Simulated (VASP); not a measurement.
Set up this calculation in VASP 6.6.1, as the native input.

- Task: single point
- Functional: PBE
- Potentials or basis: VASP PAW PBE potentials, release 64 (Bi_d, S)
- Cutoff: 520 eV
- k mesh: 10 × 10 × 10
- Occupations: gaussian, width 0.05 eV
- Spin: no spin polarisation
- Dipole correction: no
- Further INCAR settings: ALGO = Normal; EDIFF = 1e-06; NBANDS = 18

The structure of BiS lies in POSCAR:

```
BiS
1.0
    3.5798271504      0.0000000000      0.0000000000
    0.0000000000      3.5798271504      0.0000000000
    0.0000000000      0.0000000000      3.5798271504
Bi S
1 1
Direct
    0.0000000000      0.0000000000      0.0000000000
    0.5000000000      0.5000000000      0.5223474477
```

This cell differs from its parent crystal: atom 2 (S) moved 0.08 Å along z.

The input as run:

INCAR

```
SYSTEM = BiS
ALGO = Normal ; EDIFF = 1E-6
ENCUT = 520 ; GGA = PE
ISIF = 2 ; ISMEAR = 0
LASPH = .True. ; LCHARG = .False.
LREAL = .False. ; LWAVE = .False.
NBANDS = 18 ; NELM = 80
PREC = Accurate ; SIGMA = 0.05
```

KPOINTS

```
k-points
0
Gamma
  10 10 10
  0 0 0
```

Potentials or basis: VASP PAW PBE potentials, release 64 (Bi_d, S).

The run is started by

```sh
$ cat potpaw_PBE.64/Bi_d/POTCAR potpaw_PBE.64/S/POTCAR > POTCAR
$ mpirun -np 1 vasp_std > vasp.out
```

Results of the run:

```
Pressure      : 0.0 GPa
Largest force : 0.003 eV/Å
```

Caveat: the cell differs from its parent crystal (atom 2 (S) moved 0.08 Å along z).

It took 31 s on 1 thread of Intel(R) Xeon(R) 6975P-C (Granite Rapids), on a shared host, peak memory 0.22 GiB.
